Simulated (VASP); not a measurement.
# AlN (P6_3mc) in VASP: notebook

Runs on AlN. Level: PBE. Tasks: single point.

Program: VASP 6.6.1. These are calculated values, not measurements. Logs are shortened: lines on timing, memory, paths and dates and some standing lists are left out, and cuts for length are marked.

## (1) The cell of the first run

The structure is hexagonal, space group P6_3mc (No. 186). Conventional cell: a = 3.111 Å, b = 3.111 Å, c = 4.978 Å, α = 90.00°, β = 90.00°, γ = 120.00°. Al (site symmetry 3m) has 4 N at 1.84 to 2.07 Å within 2.4 Å. N (site symmetry 3m) has 4 Al at 1.84 to 2.07 Å within 2.4 Å.

## (2) Single point, PBE (mode 7 (584.8 1/cm) frozen in, largest displacement +0.100 Å)

The input, INCAR:

```
  ALGO = Normal
  EDIFF = 1E-6
  ENCUT = 520
  GGA = PE
  ISIF = 2
  ISMEAR = 0
  LASPH = True
  LCHARG = False
  LREAL = False
  LWAVE = False
  NBANDS = 16
  NELM = 80
  PREC = Accurate
  SIGMA = 0.05
```

The input, KPOINTS:

```
k-points
0
Gamma
  12 12 6
```

The input, POSCAR:

```
AlN
1.0
    3.1110021516      0.0000000000      0.0000000000
   -1.5555010758      2.6942068945      0.0000000000
    0.0000000000      0.0000000000      4.9780000000
Al N
2 2
Direct
    0.3333333333      0.6666666667     -0.0104285404
    0.6666666667      0.3333333333      0.4895714596
    0.3333333333      0.6666666667      0.4050883889
    0.6666666667      0.3333333333      0.9050883889
```

Potentials or basis: VASP PAW PBE potentials, release 64 (Al, N).

Run with:

```
> cat potpaw_PBE.64/Al/POTCAR potpaw_PBE.64/N/POTCAR > POTCAR
> mpirun -np 1 vasp_std > vasp.out
```

OUTCAR:

```text
EDIFF = 1E-6
   ENCUT = 520
   GGA = PE
   ISIF = 2
   ISMEAR = 0
   LASPH = True
   LREAL = False
   NELM = 80
   PREC = Accurate

 ion  position               nearest neighbor table
   1  0.333  0.667  0.990-   4 1.84   4 1.84   4 1.84   3 2.07   2 3.07   2 3.07   2 3.07   2 3.07
                             2 3.07   2 3.07
   2  0.667  0.333  0.490-   3 1.84   3 1.84   3 1.84   4 2.07   1 3.07   1 3.07   1 3.07   1 3.07
                             1 3.07   1 3.07
   3  0.333  0.667  0.405-   2 1.84   2 1.84   2 1.84   1 2.07
   4  0.667  0.333  0.905-   1 1.84   1 1.84   1 1.84   2 2.07

  LATTYP: Found a hexagonal cell.
 ALAT       =     3.1110021516
 C/A-ratio  =     1.6001274694

  Lattice vectors:

 A1 = (   3.1110021516,   0.0000000000,   0.0000000000)
 A2 = (  -1.5555010758,   2.6942068945,   0.0000000000)
 A3 = (   0.0000000000,   0.0000000000,   4.9780000000)

Analysis of symmetry for initial positions (statically):
=====================================================================
 Subroutine PRICEL returns:
 Original cell was already a primitive cell.

 Routine SETGRP: Setting up the symmetry group for a
 hexagonal supercell.

 Subroutine GETGRP returns: Found 12 space group operations
 (whereof  6 operations were pure point group operations)
 out of a pool of 24 trial point group operations.

The static configuration has the point symmetry C_3v.
 The point group associated with its full space group is C_6v.

Analysis of symmetry for dynamics (positions and initial velocities):
=====================================================================
 Subroutine PRICEL returns:
 Original cell was already a primitive cell.

 Routine SETGRP: Setting up the symmetry group for a
 hexagonal supercell.

 Subroutine GETGRP returns: Found 12 space group operations
 (whereof  6 operations were pure point group operations)
 out of a pool of 24 trial point group operations.

The dynamic configuration has the point symmetry C_3v.
 The point group associated with its full space group is C_6v.

 Subroutine INISYM returns: Found 12 space group operations
 (whereof  6 operations are pure point group operations),
 and found     1 'primitive' translations

----------------------------------------------------------------------------------------

                                     Primitive cell

  volume of cell :      41.7240

  direct lattice vectors                    reciprocal lattice vectors
     3.111002152  0.000000000  0.000000000     0.321439829  0.185583372  0.000000000
    -1.555501076  2.694206895  0.000000000     0.000000000  0.371166744  0.000000000
     0.000000000  0.000000000  4.978000000     0.000000000  0.000000000  0.200883889

  length of vectors
     3.111002152  3.111002152  4.978000000     0.371166744  0.371166744  0.200883889

  position of ions in fractional coordinates (direct lattice)
     0.333333333  0.666666667  0.989571460
     0.666666667  0.333333333  0.489571460
     0.333333333  0.666666667  0.405088389
     0.666666667  0.333333333  0.905088389

  ion indices of the primitive-cell ions
   primitive index   ion index
                 1           1
                 2           2
                 3           3
                 4           4

----------------------------------------------------------------------------------------

 KPOINTS: k-points

Automatic generation of k-mesh.
 Grid dimensions read from file:
 generate k-points for:   12   12    6

 Generating k-lattice:

  Cartesian coordinates                     Fractional coordinates (reciprocal lattice)
     0.026786652  0.015465281  0.000000000     0.083333333  0.000000000  0.000000000
     0.000000000  0.030930562  0.000000000     0.000000000  0.083333333  0.000000000
     0.000000000  0.000000000  0.033480648     0.000000000  0.000000000  0.166666667

  Length of vectors
     0.030930562  0.030930562  0.033480648

  Shift w.r.t. Gamma in fractional coordinates (k-lattice)
     0.000000000  0.000000000  0.000000000

 Subroutine IBZKPT returns following result:
 ===========================================

 Found     76 irreducible k-points:

 Following reciprocal coordinates:
            Coordinates               Weight
  0.000000  0.000000  0.000000      1.000000
  0.083333  0.000000  0.000000      6.000000
  0.166667 -0.000000  0.000000      6.000000
  0.250000 -0.000000  0.000000      6.000000
  0.333333 -0.000000  0.000000      6.000000
  0.416667 -0.000000  0.000000      6.000000
[... 16 lines left out ...]
  0.250000 -0.000000  0.166667     12.000000
  0.333333 -0.000000  0.166667     12.000000
 [... further k-points ...]
   k-points           NKPTS =     76   k-points in BZ     NKDIM =     76   number of bands    NBANDS=     16
   number of dos      NEDOS =    301   number of ions     NIONS =      4
   total plane-waves  NPLWV =  23040
   dimension x,y,z NGX =    24 NGY =   24 NGZ =   40
   dimension x,y,z NGXF=    48 NGYF=   48 NGZF=   80
   ions per type =               2   2
   NGX,Y,Z   is equivalent  to a cutoff of  12.83, 12.83, 13.36 a.u.
   NGXF,Y,Z  is equivalent  to a cutoff of  25.65, 25.65, 26.72 a.u.
 SYSTEM =  unknown system
   PREC   = accura    normal or accurate (medium, high low for compatibility)
   ISTART =      0    job   : 0-new  1-cont  2-samecut
   ICHARG =      2    charge: 1-file 2-atom 10-const
   ISPIN  =      1    spin polarized calculation?
   LNONCOLLINEAR =      F non collinear calculations
   LSORBIT =      F    spin-orbit coupling
   LASPH  =      T    aspherical Exc in radial PAW
   ENCUT  =  520.0 eV  38.22 Ry    6.18 a.u.   5.78  5.78  9.26*2*pi/ulx,y,z
   NELM   =     80;   NELMIN=  2; NELMDL= -5     # of ELM steps
   EDIFF  = 0.1E-05   stopping-criterion for ELM
   LREAL  =      F    real-space projection
   EDIFFG = 0.1E-04   stopping-criterion for IOM
   NSW    =      0    number of steps for IOM
   IBRION =     -1    ionic relax: 0-MD 1-quasi-New 2-CG
   NFREE  =      0    steps in history (QN), initial steepest desc. (CG)
   ISIF   =      2    stress and relaxation
   ISYM   =      2    0-nonsym 1-usesym 2-fastsym
   POTIM  = 0.5000    time-step for ionic-motion
   TEBEG  =    0.0;   TEEND  =   0.0 temperature during run
   PSTRESS=    0.0 pullay stress
   NELECT =      16.0000    total number of electrons
   NUPDOWN=      -1.0000    fix difference up-down
   EMIN   =  10.00;   EMAX   =-10.00  energy-range for DOS
   EFERMI =   0.00;   METHOD = LEGACY
   ISMEAR =     0;   SIGMA  =   0.05  broadening in eV -4-tet -1-fermi 0-gaus
   EFERMI_NEDOS =   21; number of points for ismear=-14 and -15
   IALGO  =     38    algorithm
   IMIX   =      4    mixing-type and parameters
     AMIX     =   0.40;   BMIX     =  1.00
     AMIX_MAG =   1.60;   BMIX_MAG =  1.00
  volume/ion in A,a.u.               =      10.43        70.39
  Fermi-wavevector in a.u.,A,eV,Ry     =   1.189377  2.247596 19.247033  1.414617
  Thomas-Fermi vector in A             =   2.325485
   LORBIT       =      0    0 simple, 1 ext, 2 COOP (PROOUT), +10 PAW based schemes
   GGA     = PE    functional components
   LHFCALC =     F    Hartree Fock is set to
   AEXX    =    0.0000 exact exchange contribution
   IVDW    =     0    specifies the selected vdW correction
   LEPSILON=     F    determine dielectric tensor
   LRPA    =     F    only Hartree local field effects (RPA)
 non-spin polarized calculation
 Gauss-broadening in eV      SIGMA  =   0.05
  energy-cutoff  :      520.00
  volume of cell :       41.72
 maximum number of plane-waves:      1152
 NGX is ok and might be reduce to    24
   NGX = 11   NGY = 11   NGZ = 19

 number of electron      15.9999997 magnetization

 Free energy of the ion-electron system (eV)
  ---------------------------------------------------
  ext. energy  EPLUGINS =         0.00000000
  ---------------------------------------------------
  free energy    TOTEN  =       -29.51672997 eV

  energy without entropy =      -29.51672997  energy(sigma->0) =      -29.51672997

 E-fermi :   6.9602     XC(G=0): -10.9128

 val. band max:        6.6792613419   @ k =   0.0000   0.0000   0.0000
 cond. band min:      10.3560290368   @ k =   0.0000   0.0000   0.0000
 fundamental gap:      3.6767676949
 Fermi energy:         6.9602132734

 k-point     1 :       0.0000    0.0000    0.0000
  band No.  band energies     occupation
      1      -9.0435      2.00000
      2      -6.9214      2.00000
      3       0.3520      2.00000
      4       5.0638      2.00000
      5       5.0638      2.00000
      6       5.7145      2.00000
[... 8 lines left out ...]
     15      19.0784      0.00000
     16      19.0784      0.00000

 k-point     2 :       0.0833    0.0000    0.0000
  band No.  band energies     occupation
      1      -8.9546      2.00000
      2      -6.8696      2.00000
      3       0.4579      2.00000
      4       4.6736      2.00000
      5       4.9550      2.00000
      6       5.3273      2.00000
[... 8 lines left out ...]
     15      19.1446      0.00000
     16      19.2598      0.00000

 k-point     3 :       0.1667   -0.0000    0.0000
  band No.  band energies     occupation
      1      -8.6955      2.00000
      2      -6.7278      2.00000
      3       0.7706      2.00000
      4       3.7121      2.00000
      5       4.4843      2.00000
      6       4.6972      2.00000
[... 8 lines left out ...]
     15      18.2962      0.00000
     16      19.1462      0.00000

 k-point     4 :       0.2500   -0.0000    0.0000
  band No.  band energies     occupation
      1      -8.2920      2.00000
      2      -6.5395      2.00000
      3       1.2729      2.00000
      4       2.5753      2.00000
      5       3.5437      2.00000
      6       4.3989      2.00000
[... 8 lines left out ...]
     15      18.3731      0.00000
     16      19.3418      0.00000

 k-point     5 :       0.3333   -0.0000    0.0000
  band No.  band energies     occupation
      1      -7.7972      2.00000
      2      -6.3812      2.00000
      3       1.5565      2.00000
      4       1.9290      2.00000
      5       2.6968      2.00000
      6       4.1386      2.00000
[... 8 lines left out ...]
     15      17.8915      0.00000
     16      20.4756      0.00000

 k-point     6 :       0.4167   -0.0000    0.0000
  band No.  band energies     occupation
      1      -7.3142      2.00000
      2      -6.3393      2.00000
      3       0.8652      2.00000
      4       2.0860      2.00000
      5       2.6406      2.00000
      6       3.9650      2.00000
[... 8 lines left out ...]
     15      18.3533      0.00000
     16      20.9283      0.00000
[... 267 lines left out ...]
 k-point    21 :       0.0833    0.0000    0.1667
  band No.  band energies     occupation
      1      -8.8501      2.00000
      2      -7.0676      2.00000
      3       0.8173      2.00000
      4       4.7280      2.00000
      5       5.0014      2.00000
      6       5.1614      2.00000
[... 8 lines left out ...]
     15      18.6670      0.00000
     16      18.9235      0.00000

 k-point    22 :       0.1667   -0.0000    0.1667
  band No.  band energies     occupation
      1      -8.5947      2.00000
      2      -6.9090      2.00000
      3       1.0710      2.00000
      4       3.7979      2.00000
      5       4.3106      2.00000
      6       4.7535      2.00000
[... 8 lines left out ...]
     15      18.4183      0.00000
     16      19.1477      0.00000

 k-point    23 :       0.2500   -0.0000    0.1667
  band No.  band energies     occupation
      1      -8.1984      2.00000
      2      -6.6916      2.00000
      3       1.3874      2.00000
      4       2.7798      2.00000
      5       3.4025      2.00000
      6       4.4642      2.00000
[... 8 lines left out ...]
     15      18.4348      0.00000
     16      19.4474      0.00000

 k-point    24 :       0.3333   -0.0000    0.1667
  band No.  band energies     occupation
      1      -7.7155      2.00000
      2      -6.4920      2.00000
      3       1.2496      2.00000
      4       2.2204      2.00000
      5       2.8194      2.00000
      6       4.2101      2.00000
[... 8 lines left out ...]
     15      18.2416      0.00000
     16      20.4072      0.00000

 [... further k-points ...]
[... 5 lines left out ...]
  --------------------------------------------------------------------------------------
  -------------------------------------------------------------------------------------
  Total        2.9299416      2.9299416     -1.5094747      0.0000000     -0.0000000      0.0000000
  in kB      112.5079988    112.5079988    -57.9629233      0.0000000     -0.0000000      0.0000000
  external PRESSURE =      55.6843581 kB  Pullay stress =       0.0000000 kB

 VOLUME and BASIS-vectors are now :
 -----------------------------------------------------------------------------
  energy-cutoff  :      520.00
  volume of cell :       41.72
      direct lattice vectors                 reciprocal lattice vectors
     3.111002152  0.000000000  0.000000000     0.321439829  0.185583372  0.000000000
    -1.555501076  2.694206895  0.000000000     0.000000000  0.371166744  0.000000000
     0.000000000  0.000000000  4.978000000     0.000000000  0.000000000  0.200883889

 POSITION                                       TOTAL-FORCE (eV/Angst)
 -----------------------------------------------------------------------------------
     -0.00000      1.79614      4.92609         0.000000      0.000000      1.260105
      1.55550      0.89807      2.43709        -0.000000     -0.000000      1.260105
     -0.00000      1.79614      2.01653         0.000000      0.000000     -1.260105
      1.55550      0.89807      4.50553        -0.000000      0.000000     -1.260105
 -----------------------------------------------------------------------------------
    total drift:                                0.000000      0.000000     -0.000286

  FREE ENERGIE OF THE ION-ELECTRON SYSTEM (eV)
  ---------------------------------------------------
  free  energy   TOTEN  =       -29.5167299664 eV

  energy  without entropy=      -29.5167299664  energy(sigma->0) =      -29.51672997
```

It took 31 s on 1 thread of Intel Xeon Platinum 8259CL at 2.50GHz (Skylake/Cascade Lake), shared host; peak memory 0.18 GiB.

What came out:

| Item | Value |
| --- | --- |
| Free energy | -29.5167 eV |
| Pressure | 5.6 GPa |
| Largest force | 1.260 eV/Å |
| Band gap on the k mesh | 3.68 eV, direct |

Forces on the atoms (eV/Å):
```
Al   0.000  0.000  1.260
Al   0.000  0.000  1.260
N    0.000  0.000 -1.260
N    0.000  0.000 -1.260
```

Caveat: the cell differs from its parent crystal (mode 7 (584.8 1/cm) frozen in, largest displacement +0.100 Å); forces of over 1 eV/Å act on the atoms, so gaps and moduli don't describe the material at rest. A k mesh can miss the band edges.

## (3) Single point, PBE (mode 7 (584.8 1/cm) frozen in, largest displacement -0.050 Å)

The input, INCAR:

```
PREC = Accurate
ENCUT = 520
EDIFF = 1E-6
ISMEAR = 0
SIGMA = 0.05
LREAL = False
LASPH = True
NELM = 60
ALGO = Normal
ISIF = 2
LWAVE = False
LCHARG = True
GGA = PE
LELF = True
LVHAR = True
NBANDS = 16
```

The input, KPOINTS:

```
regular mesh
0
Gamma
  12 12 6
```

The input, POSCAR:

```
AlN
1.0
    3.1110021516      0.0000000000      0.0000000000
   -1.5555010758      2.6942068945      0.0000000000
    0.0000000000      0.0000000000      4.9780000000
Al N
2 2
Direct
    0.3333333333      0.6666666667      0.0052142702
    0.6666666667      0.3333333333      0.5052142702
    0.3333333333      0.6666666667      0.3749558055
    0.6666666667      0.3333333333      0.8749558055
```

Potentials or basis: VASP PAW PBE potentials, release 64 (Al, N).

Run with:

```
> cat potpaw_PBE.64/Al/POTCAR potpaw_PBE.64/N/POTCAR > POTCAR
> mpirun -np 1 vasp_std > vasp.out
```

It took 33 s on 1 thread of Intel Xeon Platinum 8259CL at 2.50GHz (Skylake/Cascade Lake), shared host; peak memory 0.18 GiB.

It converged, with:

* Free energy: -29.7178 eV
* Pressure: 4.5 GPa
* Largest force: 0.918 eV/Å
* Band gap on the k mesh: 4.33 eV, direct

Forces on the atoms (eV/Å):
```
Al   0.000  0.000 -0.918
Al   0.000  0.000 -0.918
N    0.000  0.000  0.918
N    0.000  0.000  0.918
```

Stress tensor (GPa, compression positive):
```
 1.19  0.00  0.00
 0.00  1.19  0.00
 0.00  0.00 11.02
```

Levels at points of the mesh, in eV from the valence-band top:
| k point | band 4 | band 5 | band 6 | band 7 | band 8 | band 9 | band 10 | band 11 | band 12 | band 13 |
| --- | --- | --- | --- | --- | --- | --- | --- | --- | --- | --- |
| (0.00, 0.00, 0.00) | -0.65 | -0.65 | -0.06 | 0.00 | 0.00 | 4.33 | 6.76 | 10.61 | 11.31 | 11.31 |
| (0.50, 0.00, 0.00) | -3.98 | -3.29 | -1.90 | -1.76 | -0.49 | 5.85 | 5.91 | 8.34 | 10.47 | 10.96 |
| (0.00, 0.00, 0.50) | -3.29 | -0.33 | -0.33 | -0.33 | -0.33 | 6.52 | 6.52 | 10.46 | 10.46 | 11.62 |
| (0.50, 0.00, 0.50) | -5.45 | -1.32 | -1.32 | -1.27 | -1.27 | 5.40 | 5.40 | 9.49 | 9.49 | 11.97 |

Caveat: the cell differs from its parent crystal (mode 7 (584.8 1/cm) frozen in, largest displacement -0.050 Å). A k mesh can miss the band edges.

[end of part 1 of 2]
